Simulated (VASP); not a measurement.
# TaN (P6/mmm) in VASP: single point with PBEsol

Aim: the single point of TaN with PBEsol.

Everything below comes from runs of VASP 6.6.1. Logs are shortened: lines on timing, memory, paths and dates and some standing lists are left out, and cuts for length are marked.

## Step 1: The cell of the first run

Symmetry: P6/mmm, No. 191, hexagonal system. Conventional cell: a = 5.191 Å, b = 5.191 Å, c = 2.908 Å, α = 90.00°, β = 90.00°, γ = 120.00°. Ta (site symmetry 6/mmm) has 6 N at 2.60 Å and 14 Ta at 2.91 to 3.33 Å within 3.4 Å. Within 3.0 Å of Ta (site symmetry -6m2) lie 6 N at 2.09 Å and 5 Ta at 2.91 to 3.00 Å. Within 3.0 Å of N (site symmetry mmm) lie 6 Ta at 2.09 to 2.60 Å and 6 N at 2.60 to 2.91 Å.

## Step 2: Single point, PBEsol

INCAR reads:

```
PREC = Accurate ; ENCUT = 700
EDIFF = 1E-6 ; ISMEAR = -1
SIGMA = 0.15 ; LREAL = False
LASPH = True ; NELM = 120
ALGO = Normal ; ISIF = 2
LWAVE = False ; LCHARG = False
GGA = PS ; NBANDS = 36
GGA_COMPAT = False
```

KPOINTS reads:

```
Automatic mesh
0
Gamma
  5 5 7
```

POSCAR reads:

```
TaN
1.0
    5.1910000000      0.0000000000      0.0000000000
   -2.5955000000      4.4955380000      0.0000000000
    0.0000000000      0.0000000000      2.9080000000
Ta N
3 3
Direct
    0.0000000000      0.0000000000      0.0000000000
    0.3333333333      0.6666666667      0.5000000000
    0.6666666667      0.3333333333      0.5000000000
    0.5000000000      0.0000000000      0.0000000000
    0.5000000000      0.5000000000      0.0000000000
    0.0000000000      0.5000000000      0.0000000000
```

Potentials or basis: VASP PAW PBE potentials, release 64 (Ta_sv_GW, N).

The run is started by

```sh
> cat potpaw_PBE.64/Ta_sv_GW/POTCAR potpaw_PBE.64/N/POTCAR > POTCAR
> mpirun -np 1 vasp_std > vasp.out
```

OUTCAR:

```text
PREC = Accurate
   ENCUT = 700
   EDIFF = 1E-6
   ISMEAR = -1
   LREAL = False
   LASPH = True
   NELM = 120
   ISIF = 2
   GGA = PS

 ion  position               nearest neighbor table
   1  0.000  0.000  0.000-
   2  0.333  0.667  0.500-   6 2.09   6 2.09   5 2.09   5 2.09   4 2.09   4 2.09   3 3.00   3 3.00
                             3 3.00
   3  0.667  0.333  0.500-   6 2.09   6 2.09   5 2.09   5 2.09   4 2.09   4 2.09   2 3.00   2 3.00
                             2 3.00
   4  0.500  0.000  0.000-   2 2.09   3 2.09   2 2.09   3 2.09
   5  0.500  0.500  0.000-   2 2.09   3 2.09   2 2.09   3 2.09
   6  0.000  0.500  0.000-   2 2.09   3 2.09   2 2.09   3 2.09

  LATTYP: Found a hexagonal cell.
 ALAT       =     5.1910000000
 C/A-ratio  =     0.5602003468

  Lattice vectors:

 A1 = (   5.1910000000,   0.0000000000,   0.0000000000)
 A2 = (  -2.5955000000,   4.4955380000,   0.0000000000)
 A3 = (   0.0000000000,   0.0000000000,   2.9080000000)

Analysis of symmetry for initial positions (statically):
=====================================================================
 Subroutine PRICEL returns:
 Original cell was already a primitive cell.

 Routine SETGRP: Setting up the symmetry group for a
 hexagonal supercell.

 Subroutine GETGRP returns: Found 24 space group operations
 (whereof 24 operations were pure point group operations)
 out of a pool of 24 trial point group operations.

The static configuration has the point symmetry D_6h.

Analysis of symmetry for dynamics (positions and initial velocities):
=====================================================================
 Subroutine PRICEL returns:
 Original cell was already a primitive cell.

 Routine SETGRP: Setting up the symmetry group for a
 hexagonal supercell.

 Subroutine GETGRP returns: Found 24 space group operations
 (whereof 24 operations were pure point group operations)
 out of a pool of 24 trial point group operations.

The dynamic configuration has the point symmetry D_6h.

 Subroutine INISYM returns: Found 24 space group operations
 (whereof 24 operations are pure point group operations),
 and found     1 'primitive' translations

----------------------------------------------------------------------------------------

                                     Primitive cell

  volume of cell :      67.8621

  direct lattice vectors                    reciprocal lattice vectors
     5.191000000  0.000000000  0.000000000     0.192641110  0.111221393  0.000000000
    -2.595500000  4.495538000  0.000000000     0.000000000  0.222442787  0.000000000
     0.000000000  0.000000000  2.908000000     0.000000000  0.000000000  0.343878955

  length of vectors
     5.191000000  5.191000112  2.908000000     0.222442791  0.222442787  0.343878955

  position of ions in fractional coordinates (direct lattice)
     0.000000000  0.000000000  0.000000000
     0.333333333  0.666666667  0.500000000
     0.666666667  0.333333333  0.500000000
     0.500000000  0.000000000  0.000000000
     0.500000000  0.500000000  0.000000000
     0.000000000  0.500000000  0.000000000

  ion indices of the primitive-cell ions
   primitive index   ion index
                 1           1
                 2           2
                 3           3
                 4           4
                 5           5
                 6           6

----------------------------------------------------------------------------------------

 KPOINTS: Automatic mesh

Automatic generation of k-mesh.
 Grid dimensions read from file:
 generate k-points for:    5    5    7

 Generating k-lattice:

  Cartesian coordinates                     Fractional coordinates (reciprocal lattice)
     0.038528222  0.022244279  0.000000000     0.200000000  0.000000000  0.000000000
     0.000000000  0.044488557  0.000000000     0.000000000  0.200000000  0.000000000
     0.000000000  0.000000000  0.049125565     0.000000000  0.000000000  0.142857143

  Length of vectors
     0.044488558  0.044488557  0.049125565

  Shift w.r.t. Gamma in fractional coordinates (k-lattice)
     0.000000000  0.000000000  0.000000000

 Subroutine IBZKPT returns following result:
 ===========================================

 Found     20 irreducible k-points:

 Following reciprocal coordinates:
            Coordinates               Weight
  0.000000  0.000000  0.000000      1.000000
  0.200000 -0.000000  0.000000      6.000000
  0.400000 -0.000000  0.000000      6.000000
  0.200000  0.200000  0.000000      6.000000
  0.400000  0.200000  0.000000      6.000000
  0.000000  0.000000  0.142857      2.000000
[... 12 lines left out ...]
  0.200000  0.200000  0.428571     12.000000
  0.400000  0.200000  0.428571     12.000000
   k-points           NKPTS =     20   k-points in BZ     NKDIM =     20   number of bands    NBANDS=     36
   number of dos      NEDOS =    301   number of ions     NIONS =      6
   total plane-waves  NPLWV =  64512
   dimension x,y,z NGX =    48 NGY =   48 NGZ =   28
   dimension x,y,z NGXF=    96 NGYF=   96 NGZF=   56
   ions per type =               3   3
   NGX,Y,Z   is equivalent  to a cutoff of  15.37, 15.37, 16.01 a.u.
   NGXF,Y,Z  is equivalent  to a cutoff of  30.74, 30.74, 32.01 a.u.
 SYSTEM =  unknown system
   PREC   = accura    normal or accurate (medium, high low for compatibility)
   ISTART =      0    job   : 0-new  1-cont  2-samecut
   ICHARG =      2    charge: 1-file 2-atom 10-const
   ISPIN  =      1    spin polarized calculation?
   LNONCOLLINEAR =      F non collinear calculations
   LSORBIT =      F    spin-orbit coupling
   LASPH  =      T    aspherical Exc in radial PAW
   ENCUT  =  700.0 eV  51.45 Ry    7.17 a.u.  11.20 11.20  6.27*2*pi/ulx,y,z
   NELM   =    120;   NELMIN=  2; NELMDL= -5     # of ELM steps
   EDIFF  = 0.1E-05   stopping-criterion for ELM
   LREAL  =      F    real-space projection
   EDIFFG = 0.1E-04   stopping-criterion for IOM
   NSW    =      0    number of steps for IOM
   IBRION =     -1    ionic relax: 0-MD 1-quasi-New 2-CG
   NFREE  =      0    steps in history (QN), initial steepest desc. (CG)
   ISIF   =      2    stress and relaxation
   ISYM   =      2    0-nonsym 1-usesym 2-fastsym
   POTIM  = 0.5000    time-step for ionic-motion
   TEBEG  =    0.0;   TEEND  =   0.0 temperature during run
   PSTRESS=    0.0 pullay stress
   NELECT =      54.0000    total number of electrons
   NUPDOWN=      -1.0000    fix difference up-down
   EMIN   =  10.00;   EMAX   =-10.00  energy-range for DOS
   EFERMI =   0.00;   METHOD = LEGACY
   ISMEAR =    -1;   SIGMA  =   0.15  broadening in eV -4-tet -1-fermi 0-gaus
   EFERMI_NEDOS =   21; number of points for ismear=-14 and -15
   IALGO  =     38    algorithm
   IMIX   =      4    mixing-type and parameters
     AMIX     =   0.40;   BMIX     =  1.00
     AMIX_MAG =   1.60;   BMIX_MAG =  1.00
  volume/ion in A,a.u.               =      11.31        76.33
  Fermi-wavevector in a.u.,A,eV,Ry     =   1.517040  2.866790 31.312591  2.301411
  Thomas-Fermi vector in A             =   2.626349
   LORBIT       =      0    0 simple, 1 ext, 2 COOP (PROOUT), +10 PAW based schemes
   GGA     = PS    functional components
   LHFCALC =     F    Hartree Fock is set to
   AEXX    =    0.0000 exact exchange contribution
   IVDW    =     0    specifies the selected vdW correction
   LEPSILON=     F    determine dielectric tensor
   LRPA    =     F    only Hartree local field effects (RPA)
 non-spin polarized calculation
  energy-cutoff  :      700.00
  volume of cell :       67.86
 maximum number of plane-waves:      2875
 NGX is ok and might be reduce to    48
   NGX = 23   NGY = 23   NGZ = 13

 number of electron      54.0000001 magnetization

 Free energy of the ion-electron system (eV)
  ---------------------------------------------------
  ext. energy  EPLUGINS =         0.00000000
  ---------------------------------------------------
  free energy    TOTEN  =       -76.41098798 eV

  energy without entropy =      -76.33096062  energy(sigma->0) =      -76.37097430

 E-fermi :  12.1419     XC(G=0): -13.5394

 val. band max:       12.0887231521   @ k =   0.0000   0.0000   0.2857
 cond. band min:      12.3122926373   @ k =   0.2000  -0.0000   0.2857
 fundamental gap:      0.2235694852
 Fermi energy:        12.1418676563

 k-point     1 :       0.0000    0.0000    0.0000
  band No.  band energies     occupation
      1     -57.2018      2.00000
      2     -57.1538      2.00000
      3     -56.8764      2.00000
      4     -24.0611      2.00000
      5     -24.0611      2.00000
      6     -23.6719      2.00000
[... 28 lines left out ...]
     35      15.3141      0.00000
     36      15.3161      0.00000

 k-point     2 :       0.2000   -0.0000    0.0000
  band No.  band energies     occupation
      1     -57.1976      2.00000
      2     -57.1578      2.00000
      3     -56.8766      2.00000
      4     -24.0894      2.00000
      5     -24.0428      2.00000
      6     -23.6497      2.00000
[... 28 lines left out ...]
     35      15.5269      0.00000
     36      15.6311      0.00000

 k-point     3 :       0.4000   -0.0000    0.0000
  band No.  band energies     occupation
      1     -57.1881      2.00000
      2     -57.1671      2.00000
      3     -56.8769      2.00000
      4     -24.1278      2.00000
      5     -23.9670      2.00000
      6     -23.7111      2.00000
[... 28 lines left out ...]
     35      15.6805      0.00000
     36      15.8205      0.00000

 k-point     4 :       0.2000    0.2000    0.0000
  band No.  band energies     occupation
      1     -57.1905      2.00000
      2     -57.1647      2.00000
      3     -56.8768      2.00000
      4     -24.1077      2.00000
      5     -24.0024      2.00000
      6     -23.6943      2.00000
[... 28 lines left out ...]
     35      15.4858      0.00000
     36      15.6739      0.00000

 k-point     5 :       0.4000    0.2000    0.0000
  band No.  band energies     occupation
      1     -57.1824      2.00000
      2     -57.1727      2.00000
      3     -56.8770      2.00000
      4     -24.1155      2.00000
      5     -23.9260      2.00000
      6     -23.8015      2.00000
[... 499 lines left out ...]
 k-point    18 :       0.4000   -0.0000    0.4286
  band No.  band energies     occupation
      1     -57.1432      2.00000
      2     -57.1228      2.00000
      3     -56.8409      2.00000
      4     -24.3040      2.00000
      5     -24.1884      2.00000
      6     -23.9342      2.00000
[... 28 lines left out ...]
     35      16.0758      0.00000
     36      17.5621      0.00000

 k-point    19 :       0.2000    0.2000    0.4286
  band No.  band energies     occupation
      1     -57.1454      2.00000
      2     -57.1206      2.00000
      3     -56.8409      2.00000
      4     -24.3109      2.00000
      5     -24.1794      2.00000
      6     -23.9407      2.00000
[... 28 lines left out ...]
     35      15.9537      0.00000
     36      17.3455      0.00000

 k-point    20 :       0.4000    0.2000    0.4286
  band No.  band energies     occupation
      1     -57.1378      2.00000
      2     -57.1283      2.00000
      3     -56.8409      2.00000
      4     -24.2774      2.00000
      5     -24.2201      2.00000
      6     -23.9564      2.00000
[... 28 lines left out ...]
     35      16.0928      0.00000
     36      17.8551      0.00000

------------------------ aborting loop because EDIFF is reached ----------------------------------------

  FORCE on cell =-STRESS in cart. coord.  units (eV):
  Direction    XX          YY          ZZ          XY          YZ          ZX
  --------------------------------------------------------------------------------------
  -------------------------------------------------------------------------------------
  Total        0.8094410      0.8094411     -0.2043415      0.0000000     -0.0000000      0.0000000
  in kB       19.1103524     19.1103535     -4.8243629      0.0000000     -0.0000000      0.0000000
  external PRESSURE =      11.1321144 kB  Pullay stress =       0.0000000 kB

 VOLUME and BASIS-vectors are now :
 -----------------------------------------------------------------------------
  energy-cutoff  :      700.00
  volume of cell :       67.86
      direct lattice vectors                 reciprocal lattice vectors
     5.191000000  0.000000000  0.000000000     0.192641110  0.111221393  0.000000000
    -2.595500000  4.495538000  0.000000000     0.000000000  0.222442787  0.000000000
     0.000000000  0.000000000  2.908000000     0.000000000  0.000000000  0.343878955

 POSITION                                       TOTAL-FORCE (eV/Angst)
 -----------------------------------------------------------------------------------
      0.00000      0.00000      0.00000         0.000000      0.000000      0.000000
     -0.00000      2.99703      1.45400         0.000000     -0.000000      0.000000
      2.59550      1.49851      1.45400        -0.000000      0.000000      0.000000
      2.59550      0.00000      0.00000         0.000000      0.000000      0.000000
      1.29775      2.24777      0.00000         0.000000      0.000000      0.000000
     -1.29775      2.24777      0.00000         0.000000      0.000000      0.000000
 -----------------------------------------------------------------------------------
    total drift:                               -0.000000      0.000000     -0.000000

  FREE ENERGIE OF THE ION-ELECTRON SYSTEM (eV)
  ---------------------------------------------------
  free  energy   TOTEN  =       -76.4109879781 eV

  energy  without entropy=      -76.3309606158  energy(sigma->0) =      -76.37097430
```

Wall time 2.5 min (1 thread of Intel Xeon Platinum 8375C at 2.90GHz (Ice Lake), shared host); peak memory 0.27 GiB.

Results:

```yaml
Free_energy: -76.4110 eV
Pressure: 1.1 GPa
Band_gap_on_the_k_mesh: zero (bands 27 and 28 overlap by 2.04 eV)
```

Levels at points of the mesh, in eV from the Fermi level:
```
           k point  band 23  band 24  band 25  band 26  band 27  band 28  band 29  band 30  band 31  band 32
(0.00, 0.00, 0.00)    -3.11    -3.11    -2.60    -2.19    -1.37    -1.37     0.71     0.71     1.10     2.08
```

Caveat: the PAW data sets were made with another functional, which shifts forces and pressure a little; spin-orbit coupling is left out, which moves the levels of the heavy elements.

The gap in the log of VASP goes by the Fermi energy; the results here count the filled bands.